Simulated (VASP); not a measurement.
# Pb in VASP: further runs

Pb is run at these levels: PBEsol, r2SCAN, PBE; tasks: single point.

Everything below comes from runs of VASP 6.6.1. Logs are shortened: lines on timing, memory, paths and dates and some standing lists are left out, and cuts for length are marked.

## 1. The cell of the first run

Symmetry: Fm-3m, No. 225, cubic system. The conventional cell has a = 4.983 Å, b = 4.983 Å, c = 4.983 Å, α = 90.00°, β = 90.00°, γ = 90.00°. Pb (site symmetry m-3m) has 12 Pb at 3.52 Å within 4.6 Å.

## 2. Single point, PBEsol (volume scaled by 1.02)

Input file INCAR:

```
ALGO = Normal
EDIFF = 1E-7
ENCUT = 520
GGA = PS
ISIF = 2
ISMEAR = -1
LASPH = T
LCHARG = T
LELF = T
LREAL = F
LVHAR = T
LWAVE = F
NBANDS = 13
NELM = 100
PREC = Accurate
SIGMA = 0.05
```

Input file KPOINTS:

```
k-points
0
Gamma
  9 9 9
```

Input file POSCAR:

```
Pb
1.0
    0.0000000000      2.4914113386      2.4914113386
    2.4914113386      0.0000000000      2.4914113386
    2.4914113386      2.4914113386      0.0000000000
Pb
1
Direct
    0.0000000000      0.0000000000      0.0000000000
```

Potentials or basis: VASP PAW PBE potentials, release 64 (Pb_d).

Command:

```bash
cat potpaw_PBE.64/Pb_d/POTCAR > POTCAR
mpirun -np 1 vasp_std > vasp.out
```

OUTCAR:

```text
EDIFF = 1E-7
   ENCUT = 520
   GGA = PS
   ISIF = 2
   ISMEAR = -1
   LASPH = T
   LREAL = F
   NELM = 100
   PREC = Accurate

 ion  position               nearest neighbor table
   1  0.000  0.000  0.000-

  LATTYP: Found a face centered cubic cell.
 ALAT       =     4.9828226772

  Lattice vectors:

 A1 = (   0.0000000000,   2.4914113386,   2.4914113386)
 A2 = (   2.4914113386,   0.0000000000,   2.4914113386)
 A3 = (   2.4914113386,   2.4914113386,   0.0000000000)

Analysis of symmetry for initial positions (statically):
[... 5 lines left out ...]
 face centered cubic supercell.

 Subroutine GETGRP returns: Found 48 space group operations
 (whereof 48 operations were pure point group operations)
 out of a pool of 48 trial point group operations.

The static configuration has the point symmetry O_h .

Analysis of symmetry for dynamics (positions and initial velocities):
[... 5 lines left out ...]
 face centered cubic supercell.

 Subroutine GETGRP returns: Found 48 space group operations
 (whereof 48 operations were pure point group operations)
 out of a pool of 48 trial point group operations.

The dynamic configuration has the point symmetry O_h .

 Subroutine INISYM returns: Found 48 space group operations
 (whereof 48 operations are pure point group operations),
 and found     1 'primitive' translations

----------------------------------------------------------------------------------------

                                     Primitive cell

  volume of cell :      30.9290

  direct lattice vectors                    reciprocal lattice vectors
     0.000000000  2.491411339  2.491411339    -0.200689462  0.200689462  0.200689462
     2.491411339  0.000000000  2.491411339     0.200689462 -0.200689462  0.200689462
     2.491411339  2.491411339  0.000000000     0.200689462  0.200689462 -0.200689462

  length of vectors
     3.523387704  3.523387704  3.523387704     0.347604344  0.347604344  0.347604344

  position of ions in fractional coordinates (direct lattice)
     0.000000000  0.000000000  0.000000000

  ion indices of the primitive-cell ions
   primitive index   ion index
                 1           1

----------------------------------------------------------------------------------------

 KPOINTS: k-points

Automatic generation of k-mesh.
 Grid dimensions read from file:
 generate k-points for:    9    9    9

 Generating k-lattice:

  Cartesian coordinates                     Fractional coordinates (reciprocal lattice)
    -0.022298829  0.022298829  0.022298829     0.111111111  0.000000000  0.000000000
     0.022298829 -0.022298829  0.022298829     0.000000000  0.111111111  0.000000000
     0.022298829  0.022298829 -0.022298829     0.000000000  0.000000000  0.111111111

  Length of vectors
     0.038622705  0.038622705  0.038622705

  Shift w.r.t. Gamma in fractional coordinates (k-lattice)
     0.000000000  0.000000000  0.000000000

 Subroutine IBZKPT returns following result:
 ===========================================

 Found     35 irreducible k-points:

 Following reciprocal coordinates:
            Coordinates               Weight
  0.000000  0.000000  0.000000      1.000000
  0.111111  0.000000  0.000000      8.000000
  0.222222  0.000000  0.000000      8.000000
  0.333333  0.000000  0.000000      8.000000
  0.444444  0.000000  0.000000      8.000000
  0.111111  0.111111  0.000000      6.000000
[... 16 lines left out ...]
 -0.333333  0.333333  0.000000     12.000000
  0.444444  0.444444  0.000000      6.000000
 [... further k-points ...]
   k-points           NKPTS =     35   k-points in BZ     NKDIM =     35   number of bands    NBANDS=     13
   number of dos      NEDOS =    301   number of ions     NIONS =      1
   total plane-waves  NPLWV =  21952
   dimension x,y,z NGX =    28 NGY =   28 NGZ =   28
   dimension x,y,z NGXF=    56 NGYF=   56 NGZF=   56
   ions per type =               1
   NGX,Y,Z   is equivalent  to a cutoff of  13.21, 13.21, 13.21 a.u.
   NGXF,Y,Z  is equivalent  to a cutoff of  26.42, 26.42, 26.42 a.u.
 SYSTEM =  unknown system
   PREC   = accura    normal or accurate (medium, high low for compatibility)
   ISTART =      0    job   : 0-new  1-cont  2-samecut
   ICHARG =      2    charge: 1-file 2-atom 10-const
   ISPIN  =      1    spin polarized calculation?
   LNONCOLLINEAR =      F non collinear calculations
   LSORBIT =      F    spin-orbit coupling
   LASPH  =      T    aspherical Exc in radial PAW
   ENCUT  =  520.0 eV  38.22 Ry    6.18 a.u.   6.55  6.55  6.55*2*pi/ulx,y,z
   NELM   =    100;   NELMIN=  2; NELMDL= -5     # of ELM steps
   EDIFF  = 0.1E-06   stopping-criterion for ELM
   LREAL  =      F    real-space projection
   EDIFFG = 0.1E-05   stopping-criterion for IOM
   NSW    =      0    number of steps for IOM
   IBRION =     -1    ionic relax: 0-MD 1-quasi-New 2-CG
   NFREE  =      0    steps in history (QN), initial steepest desc. (CG)
   ISIF   =      2    stress and relaxation
   ISYM   =      2    0-nonsym 1-usesym 2-fastsym
   POTIM  = 0.5000    time-step for ionic-motion
   TEBEG  =    0.0;   TEEND  =   0.0 temperature during run
   PSTRESS=    0.0 pullay stress
   NELECT =      14.0000    total number of electrons
   NUPDOWN=      -1.0000    fix difference up-down
   EMIN   =  10.00;   EMAX   =-10.00  energy-range for DOS
   EFERMI =   0.00;   METHOD = LEGACY
   ISMEAR =    -1;   SIGMA  =   0.05  broadening in eV -4-tet -1-fermi 0-gaus
   EFERMI_NEDOS =   21; number of points for ismear=-14 and -15
   IALGO  =     38    algorithm
   IMIX   =      4    mixing-type and parameters
     AMIX     =   0.40;   BMIX     =  1.00
     AMIX_MAG =   1.60;   BMIX_MAG =  1.00
  volume/ion in A,a.u.               =      30.93       208.72
  Fermi-wavevector in a.u.,A,eV,Ry     =   1.256981  2.375350 21.497225  1.580001
  Thomas-Fermi vector in A             =   2.390662
   LORBIT       =      0    0 simple, 1 ext, 2 COOP (PROOUT), +10 PAW based schemes
   GGA     = PS    functional components
   LHFCALC =     F    Hartree Fock is set to
   AEXX    =    0.0000 exact exchange contribution
   IVDW    =     0    specifies the selected vdW correction
   LEPSILON=     F    determine dielectric tensor
   LRPA    =     F    only Hartree local field effects (RPA)
 non-spin polarized calculation
  energy-cutoff  :      520.00
  volume of cell :       30.93
 maximum number of plane-waves:       869
 NGX is ok and might be reduce to    28
   NGX = 13   NGY = 13   NGZ = 13

 number of electron      14.0000000 magnetization

 Free energy of the ion-electron system (eV)
  ---------------------------------------------------
  ext. energy  EPLUGINS =         0.00000000
  ---------------------------------------------------
  free energy    TOTEN  =        -4.01333231 eV

  energy without entropy =       -4.01009016  energy(sigma->0) =       -4.01171123

 E-fermi :   6.7370     XC(G=0): -10.2472

 val. band max:        6.5132227942   @ k =  -0.3333   0.3333   0.1111
 cond. band min:       6.7503409515   @ k =  -0.2222   0.3333   0.1111
 fundamental gap:      0.2371181574
 Fermi energy:         6.7370277065

 k-point     1 :       0.0000    0.0000    0.0000
  band No.  band energies     occupation
      1     -10.0958      2.00000
      2     -10.0958      2.00000
      3     -10.0958      2.00000
      4      -9.9622      2.00000
      5      -9.9622      2.00000
      6      -4.7548      2.00000
      7      14.1365      0.00000
      8      14.1365      0.00000
      9      14.1365      0.00000
     10      16.6310      0.00000
     11      17.9436      0.00000
     12      19.2137      0.00000
     13      19.2137      0.00000

 k-point     2 :       0.1111    0.0000    0.0000
  band No.  band energies     occupation
      1     -10.0962      2.00000
      2     -10.0802      2.00000
      3     -10.0802      2.00000
      4      -9.9623      2.00000
      5      -9.9623      2.00000
      6      -4.5218      2.00000
      7      11.8084      0.00000
      8      13.8605      0.00000
      9      13.8605      0.00000
     10      16.2018      0.00000
     11      18.9701      0.00000
     12      19.7054      0.00000
     13      19.7054      0.00000

 k-point     3 :       0.2222    0.0000    0.0000
  band No.  band energies     occupation
      1     -10.1007      2.00000
      2     -10.0615      2.00000
      3     -10.0615      2.00000
      4      -9.9406      2.00000
      5      -9.9406      2.00000
      6      -3.8258      2.00000
      7       8.4041      0.00000
      8      13.2746      0.00000
      9      13.2746      0.00000
     10      15.8229      0.00000
     11      18.6390      0.00000
     12      19.3593      0.00000
     13      19.3593      0.00000

 k-point     4 :       0.3333    0.0000    0.0000
  band No.  band energies     occupation
      1     -10.1109      2.00000
      2     -10.0705      2.00000
      3     -10.0705      2.00000
      4      -9.8845      2.00000
      5      -9.8845      2.00000
      6      -2.7137      2.00000
      7       5.3502      2.00000
      8      12.7163      0.00000
      9      12.7163      0.00000
     10      15.7168      0.00000
     11      17.3377      0.00000
     12      18.4698      0.00000
     13      18.4698      0.00000

 k-point     5 :       0.4444    0.0000    0.0000
  band No.  band energies     occupation
      1     -10.1201      2.00000
      2     -10.0832      2.00000
      3     -10.0832      2.00000
      4      -9.8404      2.00000
      5      -9.8404      2.00000
      6      -1.4951      2.00000
      7       3.1380      2.00000
      8      12.3875      0.00000
      9      12.3875      0.00000
     10      15.9096      0.00000
     11      16.4391      0.00000
     12      18.0147      0.00000
     13      18.0147      0.00000

 k-point     6 :       0.1111    0.1111    0.0000
  band No.  band energies     occupation
      1     -10.1141      2.00000
      2     -10.0633      2.00000
      3     -10.0633      2.00000
      4      -9.9815      2.00000
      5      -9.9486      2.00000
      6      -4.4443      2.00000
      7      12.4524      0.00000
      8      12.9922      0.00000
      9      12.9922      0.00000
     10      15.7561      0.00000
     11      18.2888      0.00000
     12      20.3052      0.00000
     13      20.6382      0.00000

 k-point     7 :       0.2222    0.1111    0.0000
  band No.  band energies     occupation
      1     -10.1224      2.00000
      2     -10.0403      2.00000
      3     -10.0344      2.00000
      4      -9.9871      2.00000
      5      -9.9255      2.00000
      6      -3.9024      2.00000
      7       9.5539      0.00000
      8      12.1847      0.00000
      9      12.6533      0.00000
     10      15.8822      0.00000
     11      17.0744      0.00000
     12      19.8982      0.00000
     13      21.1075      0.00000
[... 193 lines left out ...]
 k-point    20 :       0.3333    0.3333    0.0000
  band No.  band energies     occupation
      1     -10.2122      2.00000
      2     -10.1074      2.00000
      3      -9.8788      2.00000
      4      -9.8788      2.00000
      5      -9.8741      2.00000
      6      -2.0249      2.00000
      7       6.8018      0.42963
      8       9.7578      0.00000
      9       9.7578      0.00000
     10      13.1325      0.00000
     11      13.8848      0.00000
     12      24.7116      0.00000
     13      24.7135      0.00000

 k-point    21 :       0.4444    0.3333    0.0000
  band No.  band energies     occupation
      1     -10.2118      2.00000
      2     -10.1231      2.00000
      3      -9.8880      2.00000
      4      -9.8563      2.00000
      5      -9.8259      2.00000
      6      -1.0336      2.00000
      7       5.3123      2.00000
      8       8.2795      0.00000
      9       9.4596      0.00000
     10      13.0508      0.00000
     11      14.8296      0.00000
     12      23.7308      0.00000
     13      23.9525      0.00000

 k-point    22 :      -0.4444    0.3333    0.0000
  band No.  band energies     occupation
      1     -10.1820      2.00000
      2     -10.0845      2.00000
      3      -9.9050      2.00000
      4      -9.8852      2.00000
      5      -9.8283      2.00000
      6      -0.1624      2.00000
      7       4.4840      2.00000
      8       6.4428      1.99446
      9       9.7067      0.00000
     10      13.2307      0.00000
     11      17.3910      0.00000
     12      22.8592      0.00000
     13      22.9401      0.00000

 k-point    23 :      -0.3333    0.3333    0.0000
  band No.  band energies     occupation
      1     -10.1473      2.00000
      2      -9.9967      2.00000
      3      -9.9524      2.00000
      4      -9.9313      2.00000
      5      -9.8704      2.00000
      6      -0.3037      2.00000
      7       5.0920      2.00000
      8       5.3667      2.00000
      9      10.4700      0.00000
     10      13.7238      0.00000
     11      20.4817      0.00000
     12      22.1080      0.00000
     13      22.1619      0.00000

 k-point    24 :       0.4444    0.4444    0.0000
  band No.  band energies     occupation
      1     -10.2460      2.00000
      2     -10.1577      2.00000
      3      -9.8480      2.00000
      4      -9.8110      2.00000
      5      -9.8110      2.00000
      6      -0.2896      2.00000
      7       4.2030      2.00000
      8       8.9949      0.00000
      9       8.9949      0.00000
     10      12.2838      0.00000
     11      13.5107      0.00000
     12      25.0430      0.00000
     13      26.6126      0.00000

 [... further k-points ...]
[... 5 lines left out ...]
  --------------------------------------------------------------------------------------
  -------------------------------------------------------------------------------------
  Total       -0.2997159     -0.2997159     -0.2997159      0.0000000      0.0000000      0.0000000
  in kB      -15.5258012    -15.5258012    -15.5258012      0.0000000      0.0000000      0.0000000
  external PRESSURE =     -15.5258012 kB  Pullay stress =       0.0000000 kB

 VOLUME and BASIS-vectors are now :
 -----------------------------------------------------------------------------
  energy-cutoff  :      520.00
  volume of cell :       30.93
      direct lattice vectors                 reciprocal lattice vectors
     0.000000000  2.491411339  2.491411339    -0.200689462  0.200689462  0.200689462
     2.491411339  0.000000000  2.491411339     0.200689462 -0.200689462  0.200689462
     2.491411339  2.491411339  0.000000000     0.200689462  0.200689462 -0.200689462

 POSITION                                       TOTAL-FORCE (eV/Angst)
 -----------------------------------------------------------------------------------
      0.00000      0.00000      0.00000         0.000000     -0.000000     -0.000000
 -----------------------------------------------------------------------------------
    total drift:                               -0.000000     -0.000000     -0.000000

  FREE ENERGIE OF THE ION-ELECTRON SYSTEM (eV)
  ---------------------------------------------------
  free  energy   TOTEN  =        -4.0133323059 eV

  energy  without entropy=       -4.0100901611  energy(sigma->0) =       -4.01171123
```

It took 5.7 s on 1 thread of Intel Xeon 6975P-C (Granite Rapids), shared host; peak memory 0.15 GiB.

What came out:

| Item | Value |
| --- | --- |
| Free energy | -4.0133 eV |
| Pressure | -1.6 GPa |
| Band gap on the k mesh | zero (band 7 reaches 14.14 eV, above the bottom of band 8 at 5.37 eV) |

Caveat: the PAW data sets were made with another functional, which shifts forces and pressure a little; spin-orbit coupling is left out, which moves the levels of the heavy elements.

(Part 1 of 3 ends here.)
